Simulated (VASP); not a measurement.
# Ir (I4/mmm) in VASP: notebook, part 2 of 2

VASP 6.6.1.

## 3. Single point, r2SCAN (strain -0.0750 x Voigt [0, 0, 1, 0, 0, 0])

File POSCAR:

```
Ir
1.0
    0.0000000000      1.9221147239      1.7779561196
    1.9221147239      0.0000000000      1.7779561196
    1.9221147239      1.9221147239      0.0000000000
Ir
1
Direct
    0.0000000000      0.0000000000      0.0000000000
```

File INCAR.step1:

```
  PREC = Accurate
  ENCUT = 520
  ISMEAR = 0
  SIGMA = 0.15
  LREAL = F
  LASPH = T
  NELM = 60
  NBANDS = 10
  GGA = PE
  ALGO = Normal
  EDIFF = 1E-4
  LWAVE = T
  LCHARG = F
```

File INCAR.step2:

```
  PREC = Accurate
  ENCUT = 520
  EDIFF = 1E-6
  ISMEAR = 0
  SIGMA = 0.15
  LREAL = F
  LASPH = T
  NELM = 60
  ALGO = Normal
  ISIF = 2
  LWAVE = F
  LCHARG = F
  METAGGA = R2SCAN
  LMIXTAU = T
  NBANDS = 10
  ISTART = 1
```

File KPOINTS:

```
regular mesh
0
Gamma
  26 26 26
```

Potentials or basis: VASP PAW PBE potentials, release 64 (Ir).

Started as:

```console
cat potpaw_PBE.64/Ir/POTCAR > POTCAR
cp INCAR.step1 INCAR
mpirun -np 1 vasp_std > vasp.out
cp INCAR.step2 INCAR
mpirun -np 1 vasp_std > vasp.out
```

OUTCAR:

```text
PREC = Accurate
   ENCUT = 520
   EDIFF = 1E-6
   ISMEAR = 0
   LREAL = F
   LASPH = T
   NELM = 60
   ISIF = 2
   METAGGA = R2SCAN
   ISTART = 1

 ion  position               nearest neighbor table
   1  0.000  0.000  0.000-

  LATTYP: Found a body centered tetragonal cell.
 ALAT       =     2.7182807110
 C/A-ratio  =     1.3081475452

  Lattice vectors:

 A1 = (   0.0000000000,  -1.9221147239,  -1.7779561196)
 A2 = (   0.0000000000,   1.9221147239,  -1.7779561196)
 A3 = (   1.9221147239,   0.0000000000,   1.7779561196)

Analysis of symmetry for initial positions (statically):
=====================================================================
 Subroutine PRICEL returns:
 Original cell was already a primitive cell.

 Routine SETGRP: Setting up the symmetry group for a
 body centered tetragonal supercell.

 Subroutine GETGRP returns: Found 16 space group operations
 (whereof 16 operations were pure point group operations)
 out of a pool of 16 trial point group operations.

The static configuration has the point symmetry D_4h.

Analysis of symmetry for dynamics (positions and initial velocities):
=====================================================================
 Subroutine PRICEL returns:
 Original cell was already a primitive cell.

 Routine SETGRP: Setting up the symmetry group for a
 body centered tetragonal supercell.

 Subroutine GETGRP returns: Found 16 space group operations
 (whereof 16 operations were pure point group operations)
 out of a pool of 16 trial point group operations.

The dynamic configuration has the point symmetry D_4h.

 Subroutine INISYM returns: Found 16 space group operations
 (whereof 16 operations are pure point group operations),
 and found     1 'primitive' translations

----------------------------------------------------------------------------------------
[... 113 lines left out ...]
  Fermi-wavevector in a.u.,A,eV,Ry     =   1.443175  2.727206 28.337606  2.082755
  Thomas-Fermi vector in A             =   2.561613
   LORBIT       =      0    0 simple, 1 ext, 2 COOP (PROOUT), +10 PAW based schemes
   METAGGA = R2SCAN    functional components
   LHFCALC =     F    Hartree Fock is set to
   AEXX    =    0.0000 exact exchange contribution
   IVDW    =     0    specifies the selected vdW correction
   LEPSILON=     F    determine dielectric tensor
   LRPA    =     F    only Hartree local field effects (RPA)
 non-spin polarized calculation
 Gauss-broadening in eV      SIGMA  =   0.15
  energy-cutoff  :      520.00
  volume of cell :       13.14
 maximum number of plane-waves:       364
   NGX =  9   NGY =  9   NGZ =  9

 number of electron       8.9999999 magnetization

 Free energy of the ion-electron system (eV)
  ---------------------------------------------------
  ext. energy  EPLUGINS =         0.00000000
  ---------------------------------------------------
  free energy    TOTEN  =       -52.16533981 eV

  energy without entropy =      -52.15737932  energy(sigma->0) =      -52.16135957

 E-fermi :  11.4919     XC(G=0): -15.8422

 val. band max:       11.4910789196   @ k =   0.3462   0.0000   0.3462
 cond. band min:      11.4951098573   @ k =  -0.1538   0.1538   0.0385
 fundamental gap:      0.0040309377
 Fermi energy:        11.4919013366

 k-point     1 :       0.0000    0.0000    0.0000
  band No.  band energies     occupation
      1      -0.8495      2.00000
      2       6.7255      2.00000
      3       6.7255      2.00000
      4       7.8150      2.00000
      5       9.3178      2.00000
      6      10.7595      2.00000
      7      26.5580      0.00000
      8      31.8243      0.00000
      9      31.8243      0.00000
     10      34.8759      0.00000
[... 287 lines left out ...]
 k-point    24 :       0.3846    0.0385    0.0000
  band No.  band energies     occupation
      1       2.3627      2.00000
      2       6.5653      2.00000
      3       7.7049      2.00000
      4       8.2660      2.00000
      5      11.5595      0.52398
      6      12.1541      0.00000
      7      22.7962      0.00000
      8      27.3022      0.00000
      9      33.9074      0.00000
     10      35.9200      0.00000

 [... further k-points ...]

------------------------ aborting loop because EDIFF is reached ----------------------------------------

  FORCE on cell =-STRESS in cart. coord.  units (eV):
  Direction    XX          YY          ZZ          XY          YZ          ZX
  --------------------------------------------------------------------------------------
  -------------------------------------------------------------------------------------
  Total        2.4369393      2.4369393      5.2398850      0.0000000      0.0000000      0.0000000
  in kB      297.1978458    297.1978458    639.0321301      0.0000000      0.0000000      0.0000000
  external PRESSURE =     411.1426072 kB  Pullay stress =       0.0000000 kB

 VOLUME and BASIS-vectors are now :
 -----------------------------------------------------------------------------
  energy-cutoff  :      520.00
  volume of cell :       13.14
      direct lattice vectors                 reciprocal lattice vectors
     0.000000000  1.922114724  1.777956120    -0.260130154  0.260130154  0.281221789
     1.922114724  0.000000000  1.777956120     0.260130154 -0.260130154  0.281221789
     1.922114724  1.922114724  0.000000000     0.260130154  0.260130154 -0.281221789

 POSITION                                       TOTAL-FORCE (eV/Angst)
 -----------------------------------------------------------------------------------
      0.00000      0.00000      0.00000        -0.000000      0.000000      0.000000
 -----------------------------------------------------------------------------------
    total drift:                                0.000000      0.000000     -0.000000

  FREE ENERGIE OF THE ION-ELECTRON SYSTEM (eV)
  ---------------------------------------------------
  free  energy   TOTEN  =       -52.1653398102 eV

  energy  without entropy=      -52.1573793234  energy(sigma->0) =      -52.16135957
```

OUTCAR.step1:

```text
PREC = Accurate
   ENCUT = 520
   ISMEAR = 0
   LREAL = F
   LASPH = T
[... 528 lines left out ...]

 POSITION                                       TOTAL-FORCE (eV/Angst)
 -----------------------------------------------------------------------------------
      0.00000      0.00000      0.00000         0.000000      0.000000      0.000000
 -----------------------------------------------------------------------------------
    total drift:                                0.000000     -0.000000     -0.000000

  FREE ENERGIE OF THE ION-ELECTRON SYSTEM (eV)
  ---------------------------------------------------
  free  energy   TOTEN  =        -8.6061785052 eV

  energy  without entropy=       -8.5977611586  energy(sigma->0) =       -8.60196983
```

Wall time 8.4 min (1 thread of Intel Xeon Platinum 8259CL at 2.50GHz (Skylake/Cascade Lake), shared host); peak memory 0.29 GiB.

Results:

```yaml
Free_energy: -52.1653 eV
Pressure: 41.1 GPa
Band_gap_on_the_k_mesh: zero (an odd number of electrons rules out a gap without spin polarisation)
```

Stress tensor (GPa, compression positive):
```
29.72  0.00  0.00
 0.00 29.72  0.00
 0.00  0.00 63.90
```

Caveat: the cell differs from its parent crystal (strain -0.0750 x Voigt [0, 0, 1, 0, 0, 0]); the stress differs along the axes, from 30 to 64 GPa; the PAW data sets were made with another functional, which shifts forces and pressure a little; spin-orbit coupling is left out, which moves the levels of the heavy elements.

## 4. Single point, r2SCAN (strain -0.0500 x Voigt [0, 0, 1, 0, 0, 0])

File POSCAR:

```
Ir
1.0
    0.0000000000      1.9221147239      1.8260089877
    1.9221147239      0.0000000000      1.8260089877
    1.9221147239      1.9221147239      0.0000000000
Ir
1
Direct
    0.0000000000      0.0000000000      0.0000000000
```

File INCAR.step1:

```
SYSTEM = Ir
PREC     = Accurate       ! precision mode
ENCUT    = 520            ! plane-wave cutoff, eV
ISMEAR   = 0              ! smearing method
SIGMA    = 0.15           ! smearing width, eV
LREAL    = .FALSE.        ! projectors in reciprocal space
LASPH    = .TRUE.         ! aspherical terms in the spheres
NELM     = 80             ! most SCF steps
NBANDS   = 10             ! bands
GGA      = PE             ! functional
ALGO     = Normal         ! electronic algorithm
EDIFF    = 1E-4           ! SCF threshold, eV
LWAVE    = .TRUE.         ! write WAVECAR
LCHARG   = .FALSE.        ! write CHGCAR
```

File INCAR.step2:

```
SYSTEM = Ir
PREC     = Accurate       ! precision mode
ENCUT    = 520            ! plane-wave cutoff, eV
EDIFF    = 1E-6           ! SCF threshold, eV
ISMEAR   = 0              ! smearing method
SIGMA    = 0.15           ! smearing width, eV
LREAL    = .FALSE.        ! projectors in reciprocal space
LASPH    = .TRUE.         ! aspherical terms in the spheres
NELM     = 80             ! most SCF steps
ALGO     = Normal         ! electronic algorithm
ISIF     = 2              ! what is computed and relaxed
LWAVE    = .FALSE.        ! write WAVECAR
LCHARG   = .FALSE.        ! write CHGCAR
METAGGA  = R2SCAN         ! meta-GGA
LMIXTAU  = .TRUE.       
NBANDS   = 10             ! bands
ISTART   = 1
```

File KPOINTS:

```
Automatic mesh
0
G
  26 26 26
  0 0 0
```

Potentials or basis: VASP PAW PBE potentials, release 64 (Ir).

Started as:

```console
cat potpaw_PBE.64/Ir/POTCAR > POTCAR
cp INCAR.step1 INCAR
mpirun -np 1 vasp_std > vasp.out
cp INCAR.step2 INCAR
mpirun -np 1 vasp_std > vasp.out
```

OUTCAR:

```text
SYSTEM = Ir
   PREC = Accurate
   ENCUT = 520
   EDIFF = 1E-6
   ISMEAR = 0
   LREAL = .FALSE.
   LASPH = .TRUE.
   NELM = 80
   ISIF = 2
   METAGGA = R2SCAN
   ISTART = 1

 ion  position               nearest neighbor table
   1  0.000  0.000  0.000-

  LATTYP: Found a body centered tetragonal cell.
 ALAT       =     2.7182807110
 C/A-ratio  =     1.3435028843

  Lattice vectors:

 A1 = (   0.0000000000,  -1.9221147239,  -1.8260089877)
 A2 = (   0.0000000000,   1.9221147239,  -1.8260089877)
 A3 = (   1.9221147239,   0.0000000000,   1.8260089877)

Analysis of symmetry for initial positions (statically):
=====================================================================
 Subroutine PRICEL returns:
 Original cell was already a primitive cell.

 Routine SETGRP: Setting up the symmetry group for a
 body centered tetragonal supercell.

 Subroutine GETGRP returns: Found 16 space group operations
 (whereof 16 operations were pure point group operations)
 out of a pool of 16 trial point group operations.

The static configuration has the point symmetry D_4h.

Analysis of symmetry for dynamics (positions and initial velocities):
=====================================================================
 Subroutine PRICEL returns:
 Original cell was already a primitive cell.

 Routine SETGRP: Setting up the symmetry group for a
 body centered tetragonal supercell.

 Subroutine GETGRP returns: Found 16 space group operations
 (whereof 16 operations were pure point group operations)
 out of a pool of 16 trial point group operations.

The dynamic configuration has the point symmetry D_4h.

 Subroutine INISYM returns: Found 16 space group operations
 (whereof 16 operations are pure point group operations),
 and found     1 'primitive' translations

----------------------------------------------------------------------------------------

                                     Primitive cell

[... 112 lines left out ...]
   LORBIT       =      0    0 simple, 1 ext, 2 COOP (PROOUT), +10 PAW based schemes
   METAGGA = R2SCAN    functional components
   LHFCALC =     F    Hartree Fock is set to
   AEXX    =    0.0000 exact exchange contribution
   IVDW    =     0    specifies the selected vdW correction
   LEPSILON=     F    determine dielectric tensor
   LRPA    =     F    only Hartree local field effects (RPA)
 non-spin polarized calculation
 Gauss-broadening in eV      SIGMA  =   0.15
  energy-cutoff  :      520.00
  volume of cell :       13.49
 maximum number of plane-waves:       378
   NGX =  9   NGY =  9   NGZ =  9

 number of electron       9.0000000 magnetization

 Free energy of the ion-electron system (eV)
  ---------------------------------------------------
  ext. energy  EPLUGINS =         0.00000000
  ---------------------------------------------------
  free energy    TOTEN  =       -52.28058767 eV

  energy without entropy =      -52.27233410  energy(sigma->0) =      -52.27646089

 E-fermi :  11.0049     XC(G=0): -15.6568

 val. band max:       11.0022858507   @ k =   0.3077   0.0385   0.2308
 cond. band min:      11.0070424717   @ k =   0.3462   0.0000   0.0385
 fundamental gap:      0.0047566210
 Fermi energy:        11.0048598227

 k-point     1 :       0.0000    0.0000    0.0000
  band No.  band energies     occupation
      1      -1.0388      2.00000
      2       6.5061      2.00000
      3       6.5061      2.00000
      4       7.2157      2.00000
      5       9.1594      2.00000
      6      10.0987      2.00000
      7      26.0649      0.00000
      8      31.5752      0.00000
      9      31.5752      0.00000
     10      33.4638      0.00000
[... 287 lines left out ...]
 k-point    24 :       0.3846    0.0385    0.0000
  band No.  band energies     occupation
      1       2.1544      2.00000
      2       6.4644      2.00000
      3       7.1373      2.00000
      4       7.8734      2.00000
      5      11.1055      0.34260
      6      11.5631      0.00000
      7      22.0440      0.00000
      8      26.8232      0.00000
      9      33.2372      0.00000
     10      34.8694      0.00000

 [... further k-points ...]

------------------------ aborting loop because EDIFF is reached ----------------------------------------

  FORCE on cell =-STRESS in cart. coord.  units (eV):
  Direction    XX          YY          ZZ          XY          YZ          ZX
  --------------------------------------------------------------------------------------
  -------------------------------------------------------------------------------------
  Total        1.5758143      1.5758143      3.4145908      0.0000000     -0.0000000      0.0000000
  in kB      187.1216829    187.1216829    405.4690675      0.0000000     -0.0000000      0.0000000
  external PRESSURE =     259.9041445 kB  Pullay stress =       0.0000000 kB

 VOLUME and BASIS-vectors are now :
 -----------------------------------------------------------------------------
  energy-cutoff  :      520.00
  volume of cell :       13.49
      direct lattice vectors                 reciprocal lattice vectors
     0.000000000  1.922114724  1.826008988    -0.260130154  0.260130154  0.273821215
     1.922114724  0.000000000  1.826008988     0.260130154 -0.260130154  0.273821215
     1.922114724  1.922114724  0.000000000     0.260130154  0.260130154 -0.273821215

 POSITION                                       TOTAL-FORCE (eV/Angst)
 -----------------------------------------------------------------------------------
      0.00000      0.00000      0.00000         0.000000     -0.000000      0.000000
 -----------------------------------------------------------------------------------
    total drift:                                0.000000      0.000000     -0.000000

  FREE ENERGIE OF THE ION-ELECTRON SYSTEM (eV)
  ---------------------------------------------------
  free  energy   TOTEN  =       -52.2805876731 eV

  energy  without entropy=      -52.2723341034  energy(sigma->0) =      -52.27646089
```

OUTCAR.step1:

```text
SYSTEM = Ir
   PREC = Accurate
   ENCUT = 520
   ISMEAR = 0
   LREAL = .FALSE.
   LASPH = .TRUE.
   NELM = 80
[... 529 lines left out ...]
 -----------------------------------------------------------------------------------
      0.00000      0.00000      0.00000         0.000000     -0.000000      0.000000
 -----------------------------------------------------------------------------------
    total drift:                                0.000000      0.000000     -0.000000

  FREE ENERGIE OF THE ION-ELECTRON SYSTEM (eV)
  ---------------------------------------------------
  free  energy   TOTEN  =        -8.7326610616 eV

  energy  without entropy=       -8.7238852677  energy(sigma->0) =       -8.72827316
```

OSZICAR.step1:

```text
N       E                     dE             d eps       ncg     rms          rms(c)
DAV:   1     0.489509606398E+02    0.48951E+02   -0.44014E+03 26834   0.824E+02
DAV:   2    -0.837622342280E+01   -0.57327E+02   -0.54592E+02 27326   0.200E+02
DAV:   3    -0.925247305607E+01   -0.87625E+00   -0.87384E+00 30878   0.300E+01
DAV:   4    -0.926052020842E+01   -0.80472E-02   -0.80458E-02 30232   0.267E+00
DAV:   5    -0.926067941544E+01   -0.15921E-03   -0.15920E-03 30780   0.357E-01    0.175E+01
DAV:   6    -0.883334591173E+01    0.42733E+00   -0.66130E-01 29832   0.102E+01    0.751E+00
DAV:   7    -0.873903960058E+01    0.94306E-01   -0.26180E-01 32308   0.590E+00    0.145E+00
DAV:   8    -0.873541531402E+01    0.36243E-02   -0.22171E-03 29186   0.538E-01    0.920E-01
DAV:   9    -0.873265587827E+01    0.27594E-02   -0.20027E-03 29996   0.636E-01    0.188E-02
DAV:  10    -0.873266106159E+01   -0.51833E-05   -0.10650E-05 14568   0.330E-02
   1 F= -.87326611E+01 E0= -.87282732E+01  d E =-.877579E-02
```

Run time: 8.5 min. Hardware: 1 thread of Intel Xeon Platinum 8259CL at 2.50GHz (Skylake/Cascade Lake), shared host; peak memory 0.29 GiB.

Results:

* Free energy: -52.2806 eV
* Pressure: 26.0 GPa
* Band gap on the k mesh: zero (an odd number of electrons rules out a gap without spin polarisation)

Caveat: the cell differs from its parent crystal (strain -0.0500 x Voigt [0, 0, 1, 0, 0, 0]); the stress differs along the axes, from 19 to 41 GPa; the PAW data sets were made with another functional, which shifts forces and pressure a little; spin-orbit coupling is left out, which moves the levels of the heavy elements.

## 5. Summary

| cell | gap on the mesh (eV) | pressure (GPa) |
| --- | --- | --- |
| a = 2.586, b = 2.586, c = 2.718 Å, angles 58.3, 58.3, 63.4°, 1 atom | none | 58.9 |
| a = 2.618, b = 2.618, c = 2.718 Å, angles 58.7, 58.7, 62.5°, 1 atom | none | 41.1 |
| a = 2.651, b = 2.651, c = 2.718 Å, angles 59.2, 59.2, 61.7°, 1 atom | none | 26.0 |

Alike in all rows: task single point; level r2SCAN; potentials or basis VASP PAW PBE potentials, release 64 (Ir); no spin polarisation; k mesh 26 × 26 × 26; cutoff (eV) 520; smearing gaussian 0.15 eV.

Caveats: the PAW data sets were made with another functional, which shifts forces and pressure a little; spin-orbit coupling is left out, which moves the levels of the heavy elements; the stress differs along the axes, from 43 to 91 GPa (at least some runs); the stress differs along the axes, from 30 to 64 GPa (at least some runs); the stress differs along the axes, from 19 to 41 GPa (at least some runs).

Total energies depend on the potentials used, so only differences within one code and one set of settings carry meaning.
